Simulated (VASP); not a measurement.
A run of VASP 6.6.1 is set up as follows.

File INCAR:

```
PREC = Accurate ; ENCUT = 520
EDIFF = 1E-6 ; ISMEAR = 0
SIGMA = 0.1 ; LREAL = False
LASPH = True ; NELM = 60
ALGO = Normal ; ISIF = 2
LWAVE = False ; LCHARG = False
LDIPOL = True ; IDIPOL = 3
DIPOL = 0.5 0.5 0.364 ; GGA = PE
NBANDS = 34
```

File KPOINTS:

```
Automatic mesh
0
Gamma
  8 8 1
```

Contents of POSCAR:

```
Si4W2Cl
1.0
    3.2292919632      0.0000000000      0.0000000000
    0.0000000000      3.2292919632      0.0000000000
    0.0000000000      0.0000000000     21.9372962356
Si W Cl
4 2 1
Direct
    0.0000000000      0.0000000000      0.1823378760
    0.0000000000      0.0000000000      0.3009901015
    0.5000000000      0.5000000000      0.3590107492
    0.5000000000      0.5000000000      0.4757786066
    0.5000000000      0.5000000000      0.2416639887
    0.0000000000      0.0000000000      0.4178382292
    0.5000000000      0.5000000000      0.5695821099
```

Potentials or basis: VASP PAW PBE potentials, release 64 (Si, W_sv, Cl).

Launch:

```console
$ cat potpaw_PBE.64/Si/POTCAR potpaw_PBE.64/W_sv/POTCAR potpaw_PBE.64/Cl/POTCAR > POTCAR
$ mpirun -np 1 vasp_std > vasp.out
```

Q: Predict the largest force.

A: 0.607 eV/Å.

Forces on the atoms (eV/Å):
```
Si   0.000  0.000  0.424
Si   0.000  0.000 -0.528
Si   0.000  0.000 -0.273
Si   0.000  0.000  0.607
W    0.000  0.000 -0.004
W    0.000  0.000 -0.184
Cl   0.000  0.000 -0.042
```

Caveat: an odd number of electrons without spin polarisation forces a metal; a magnetic or distorted state may lie lower.
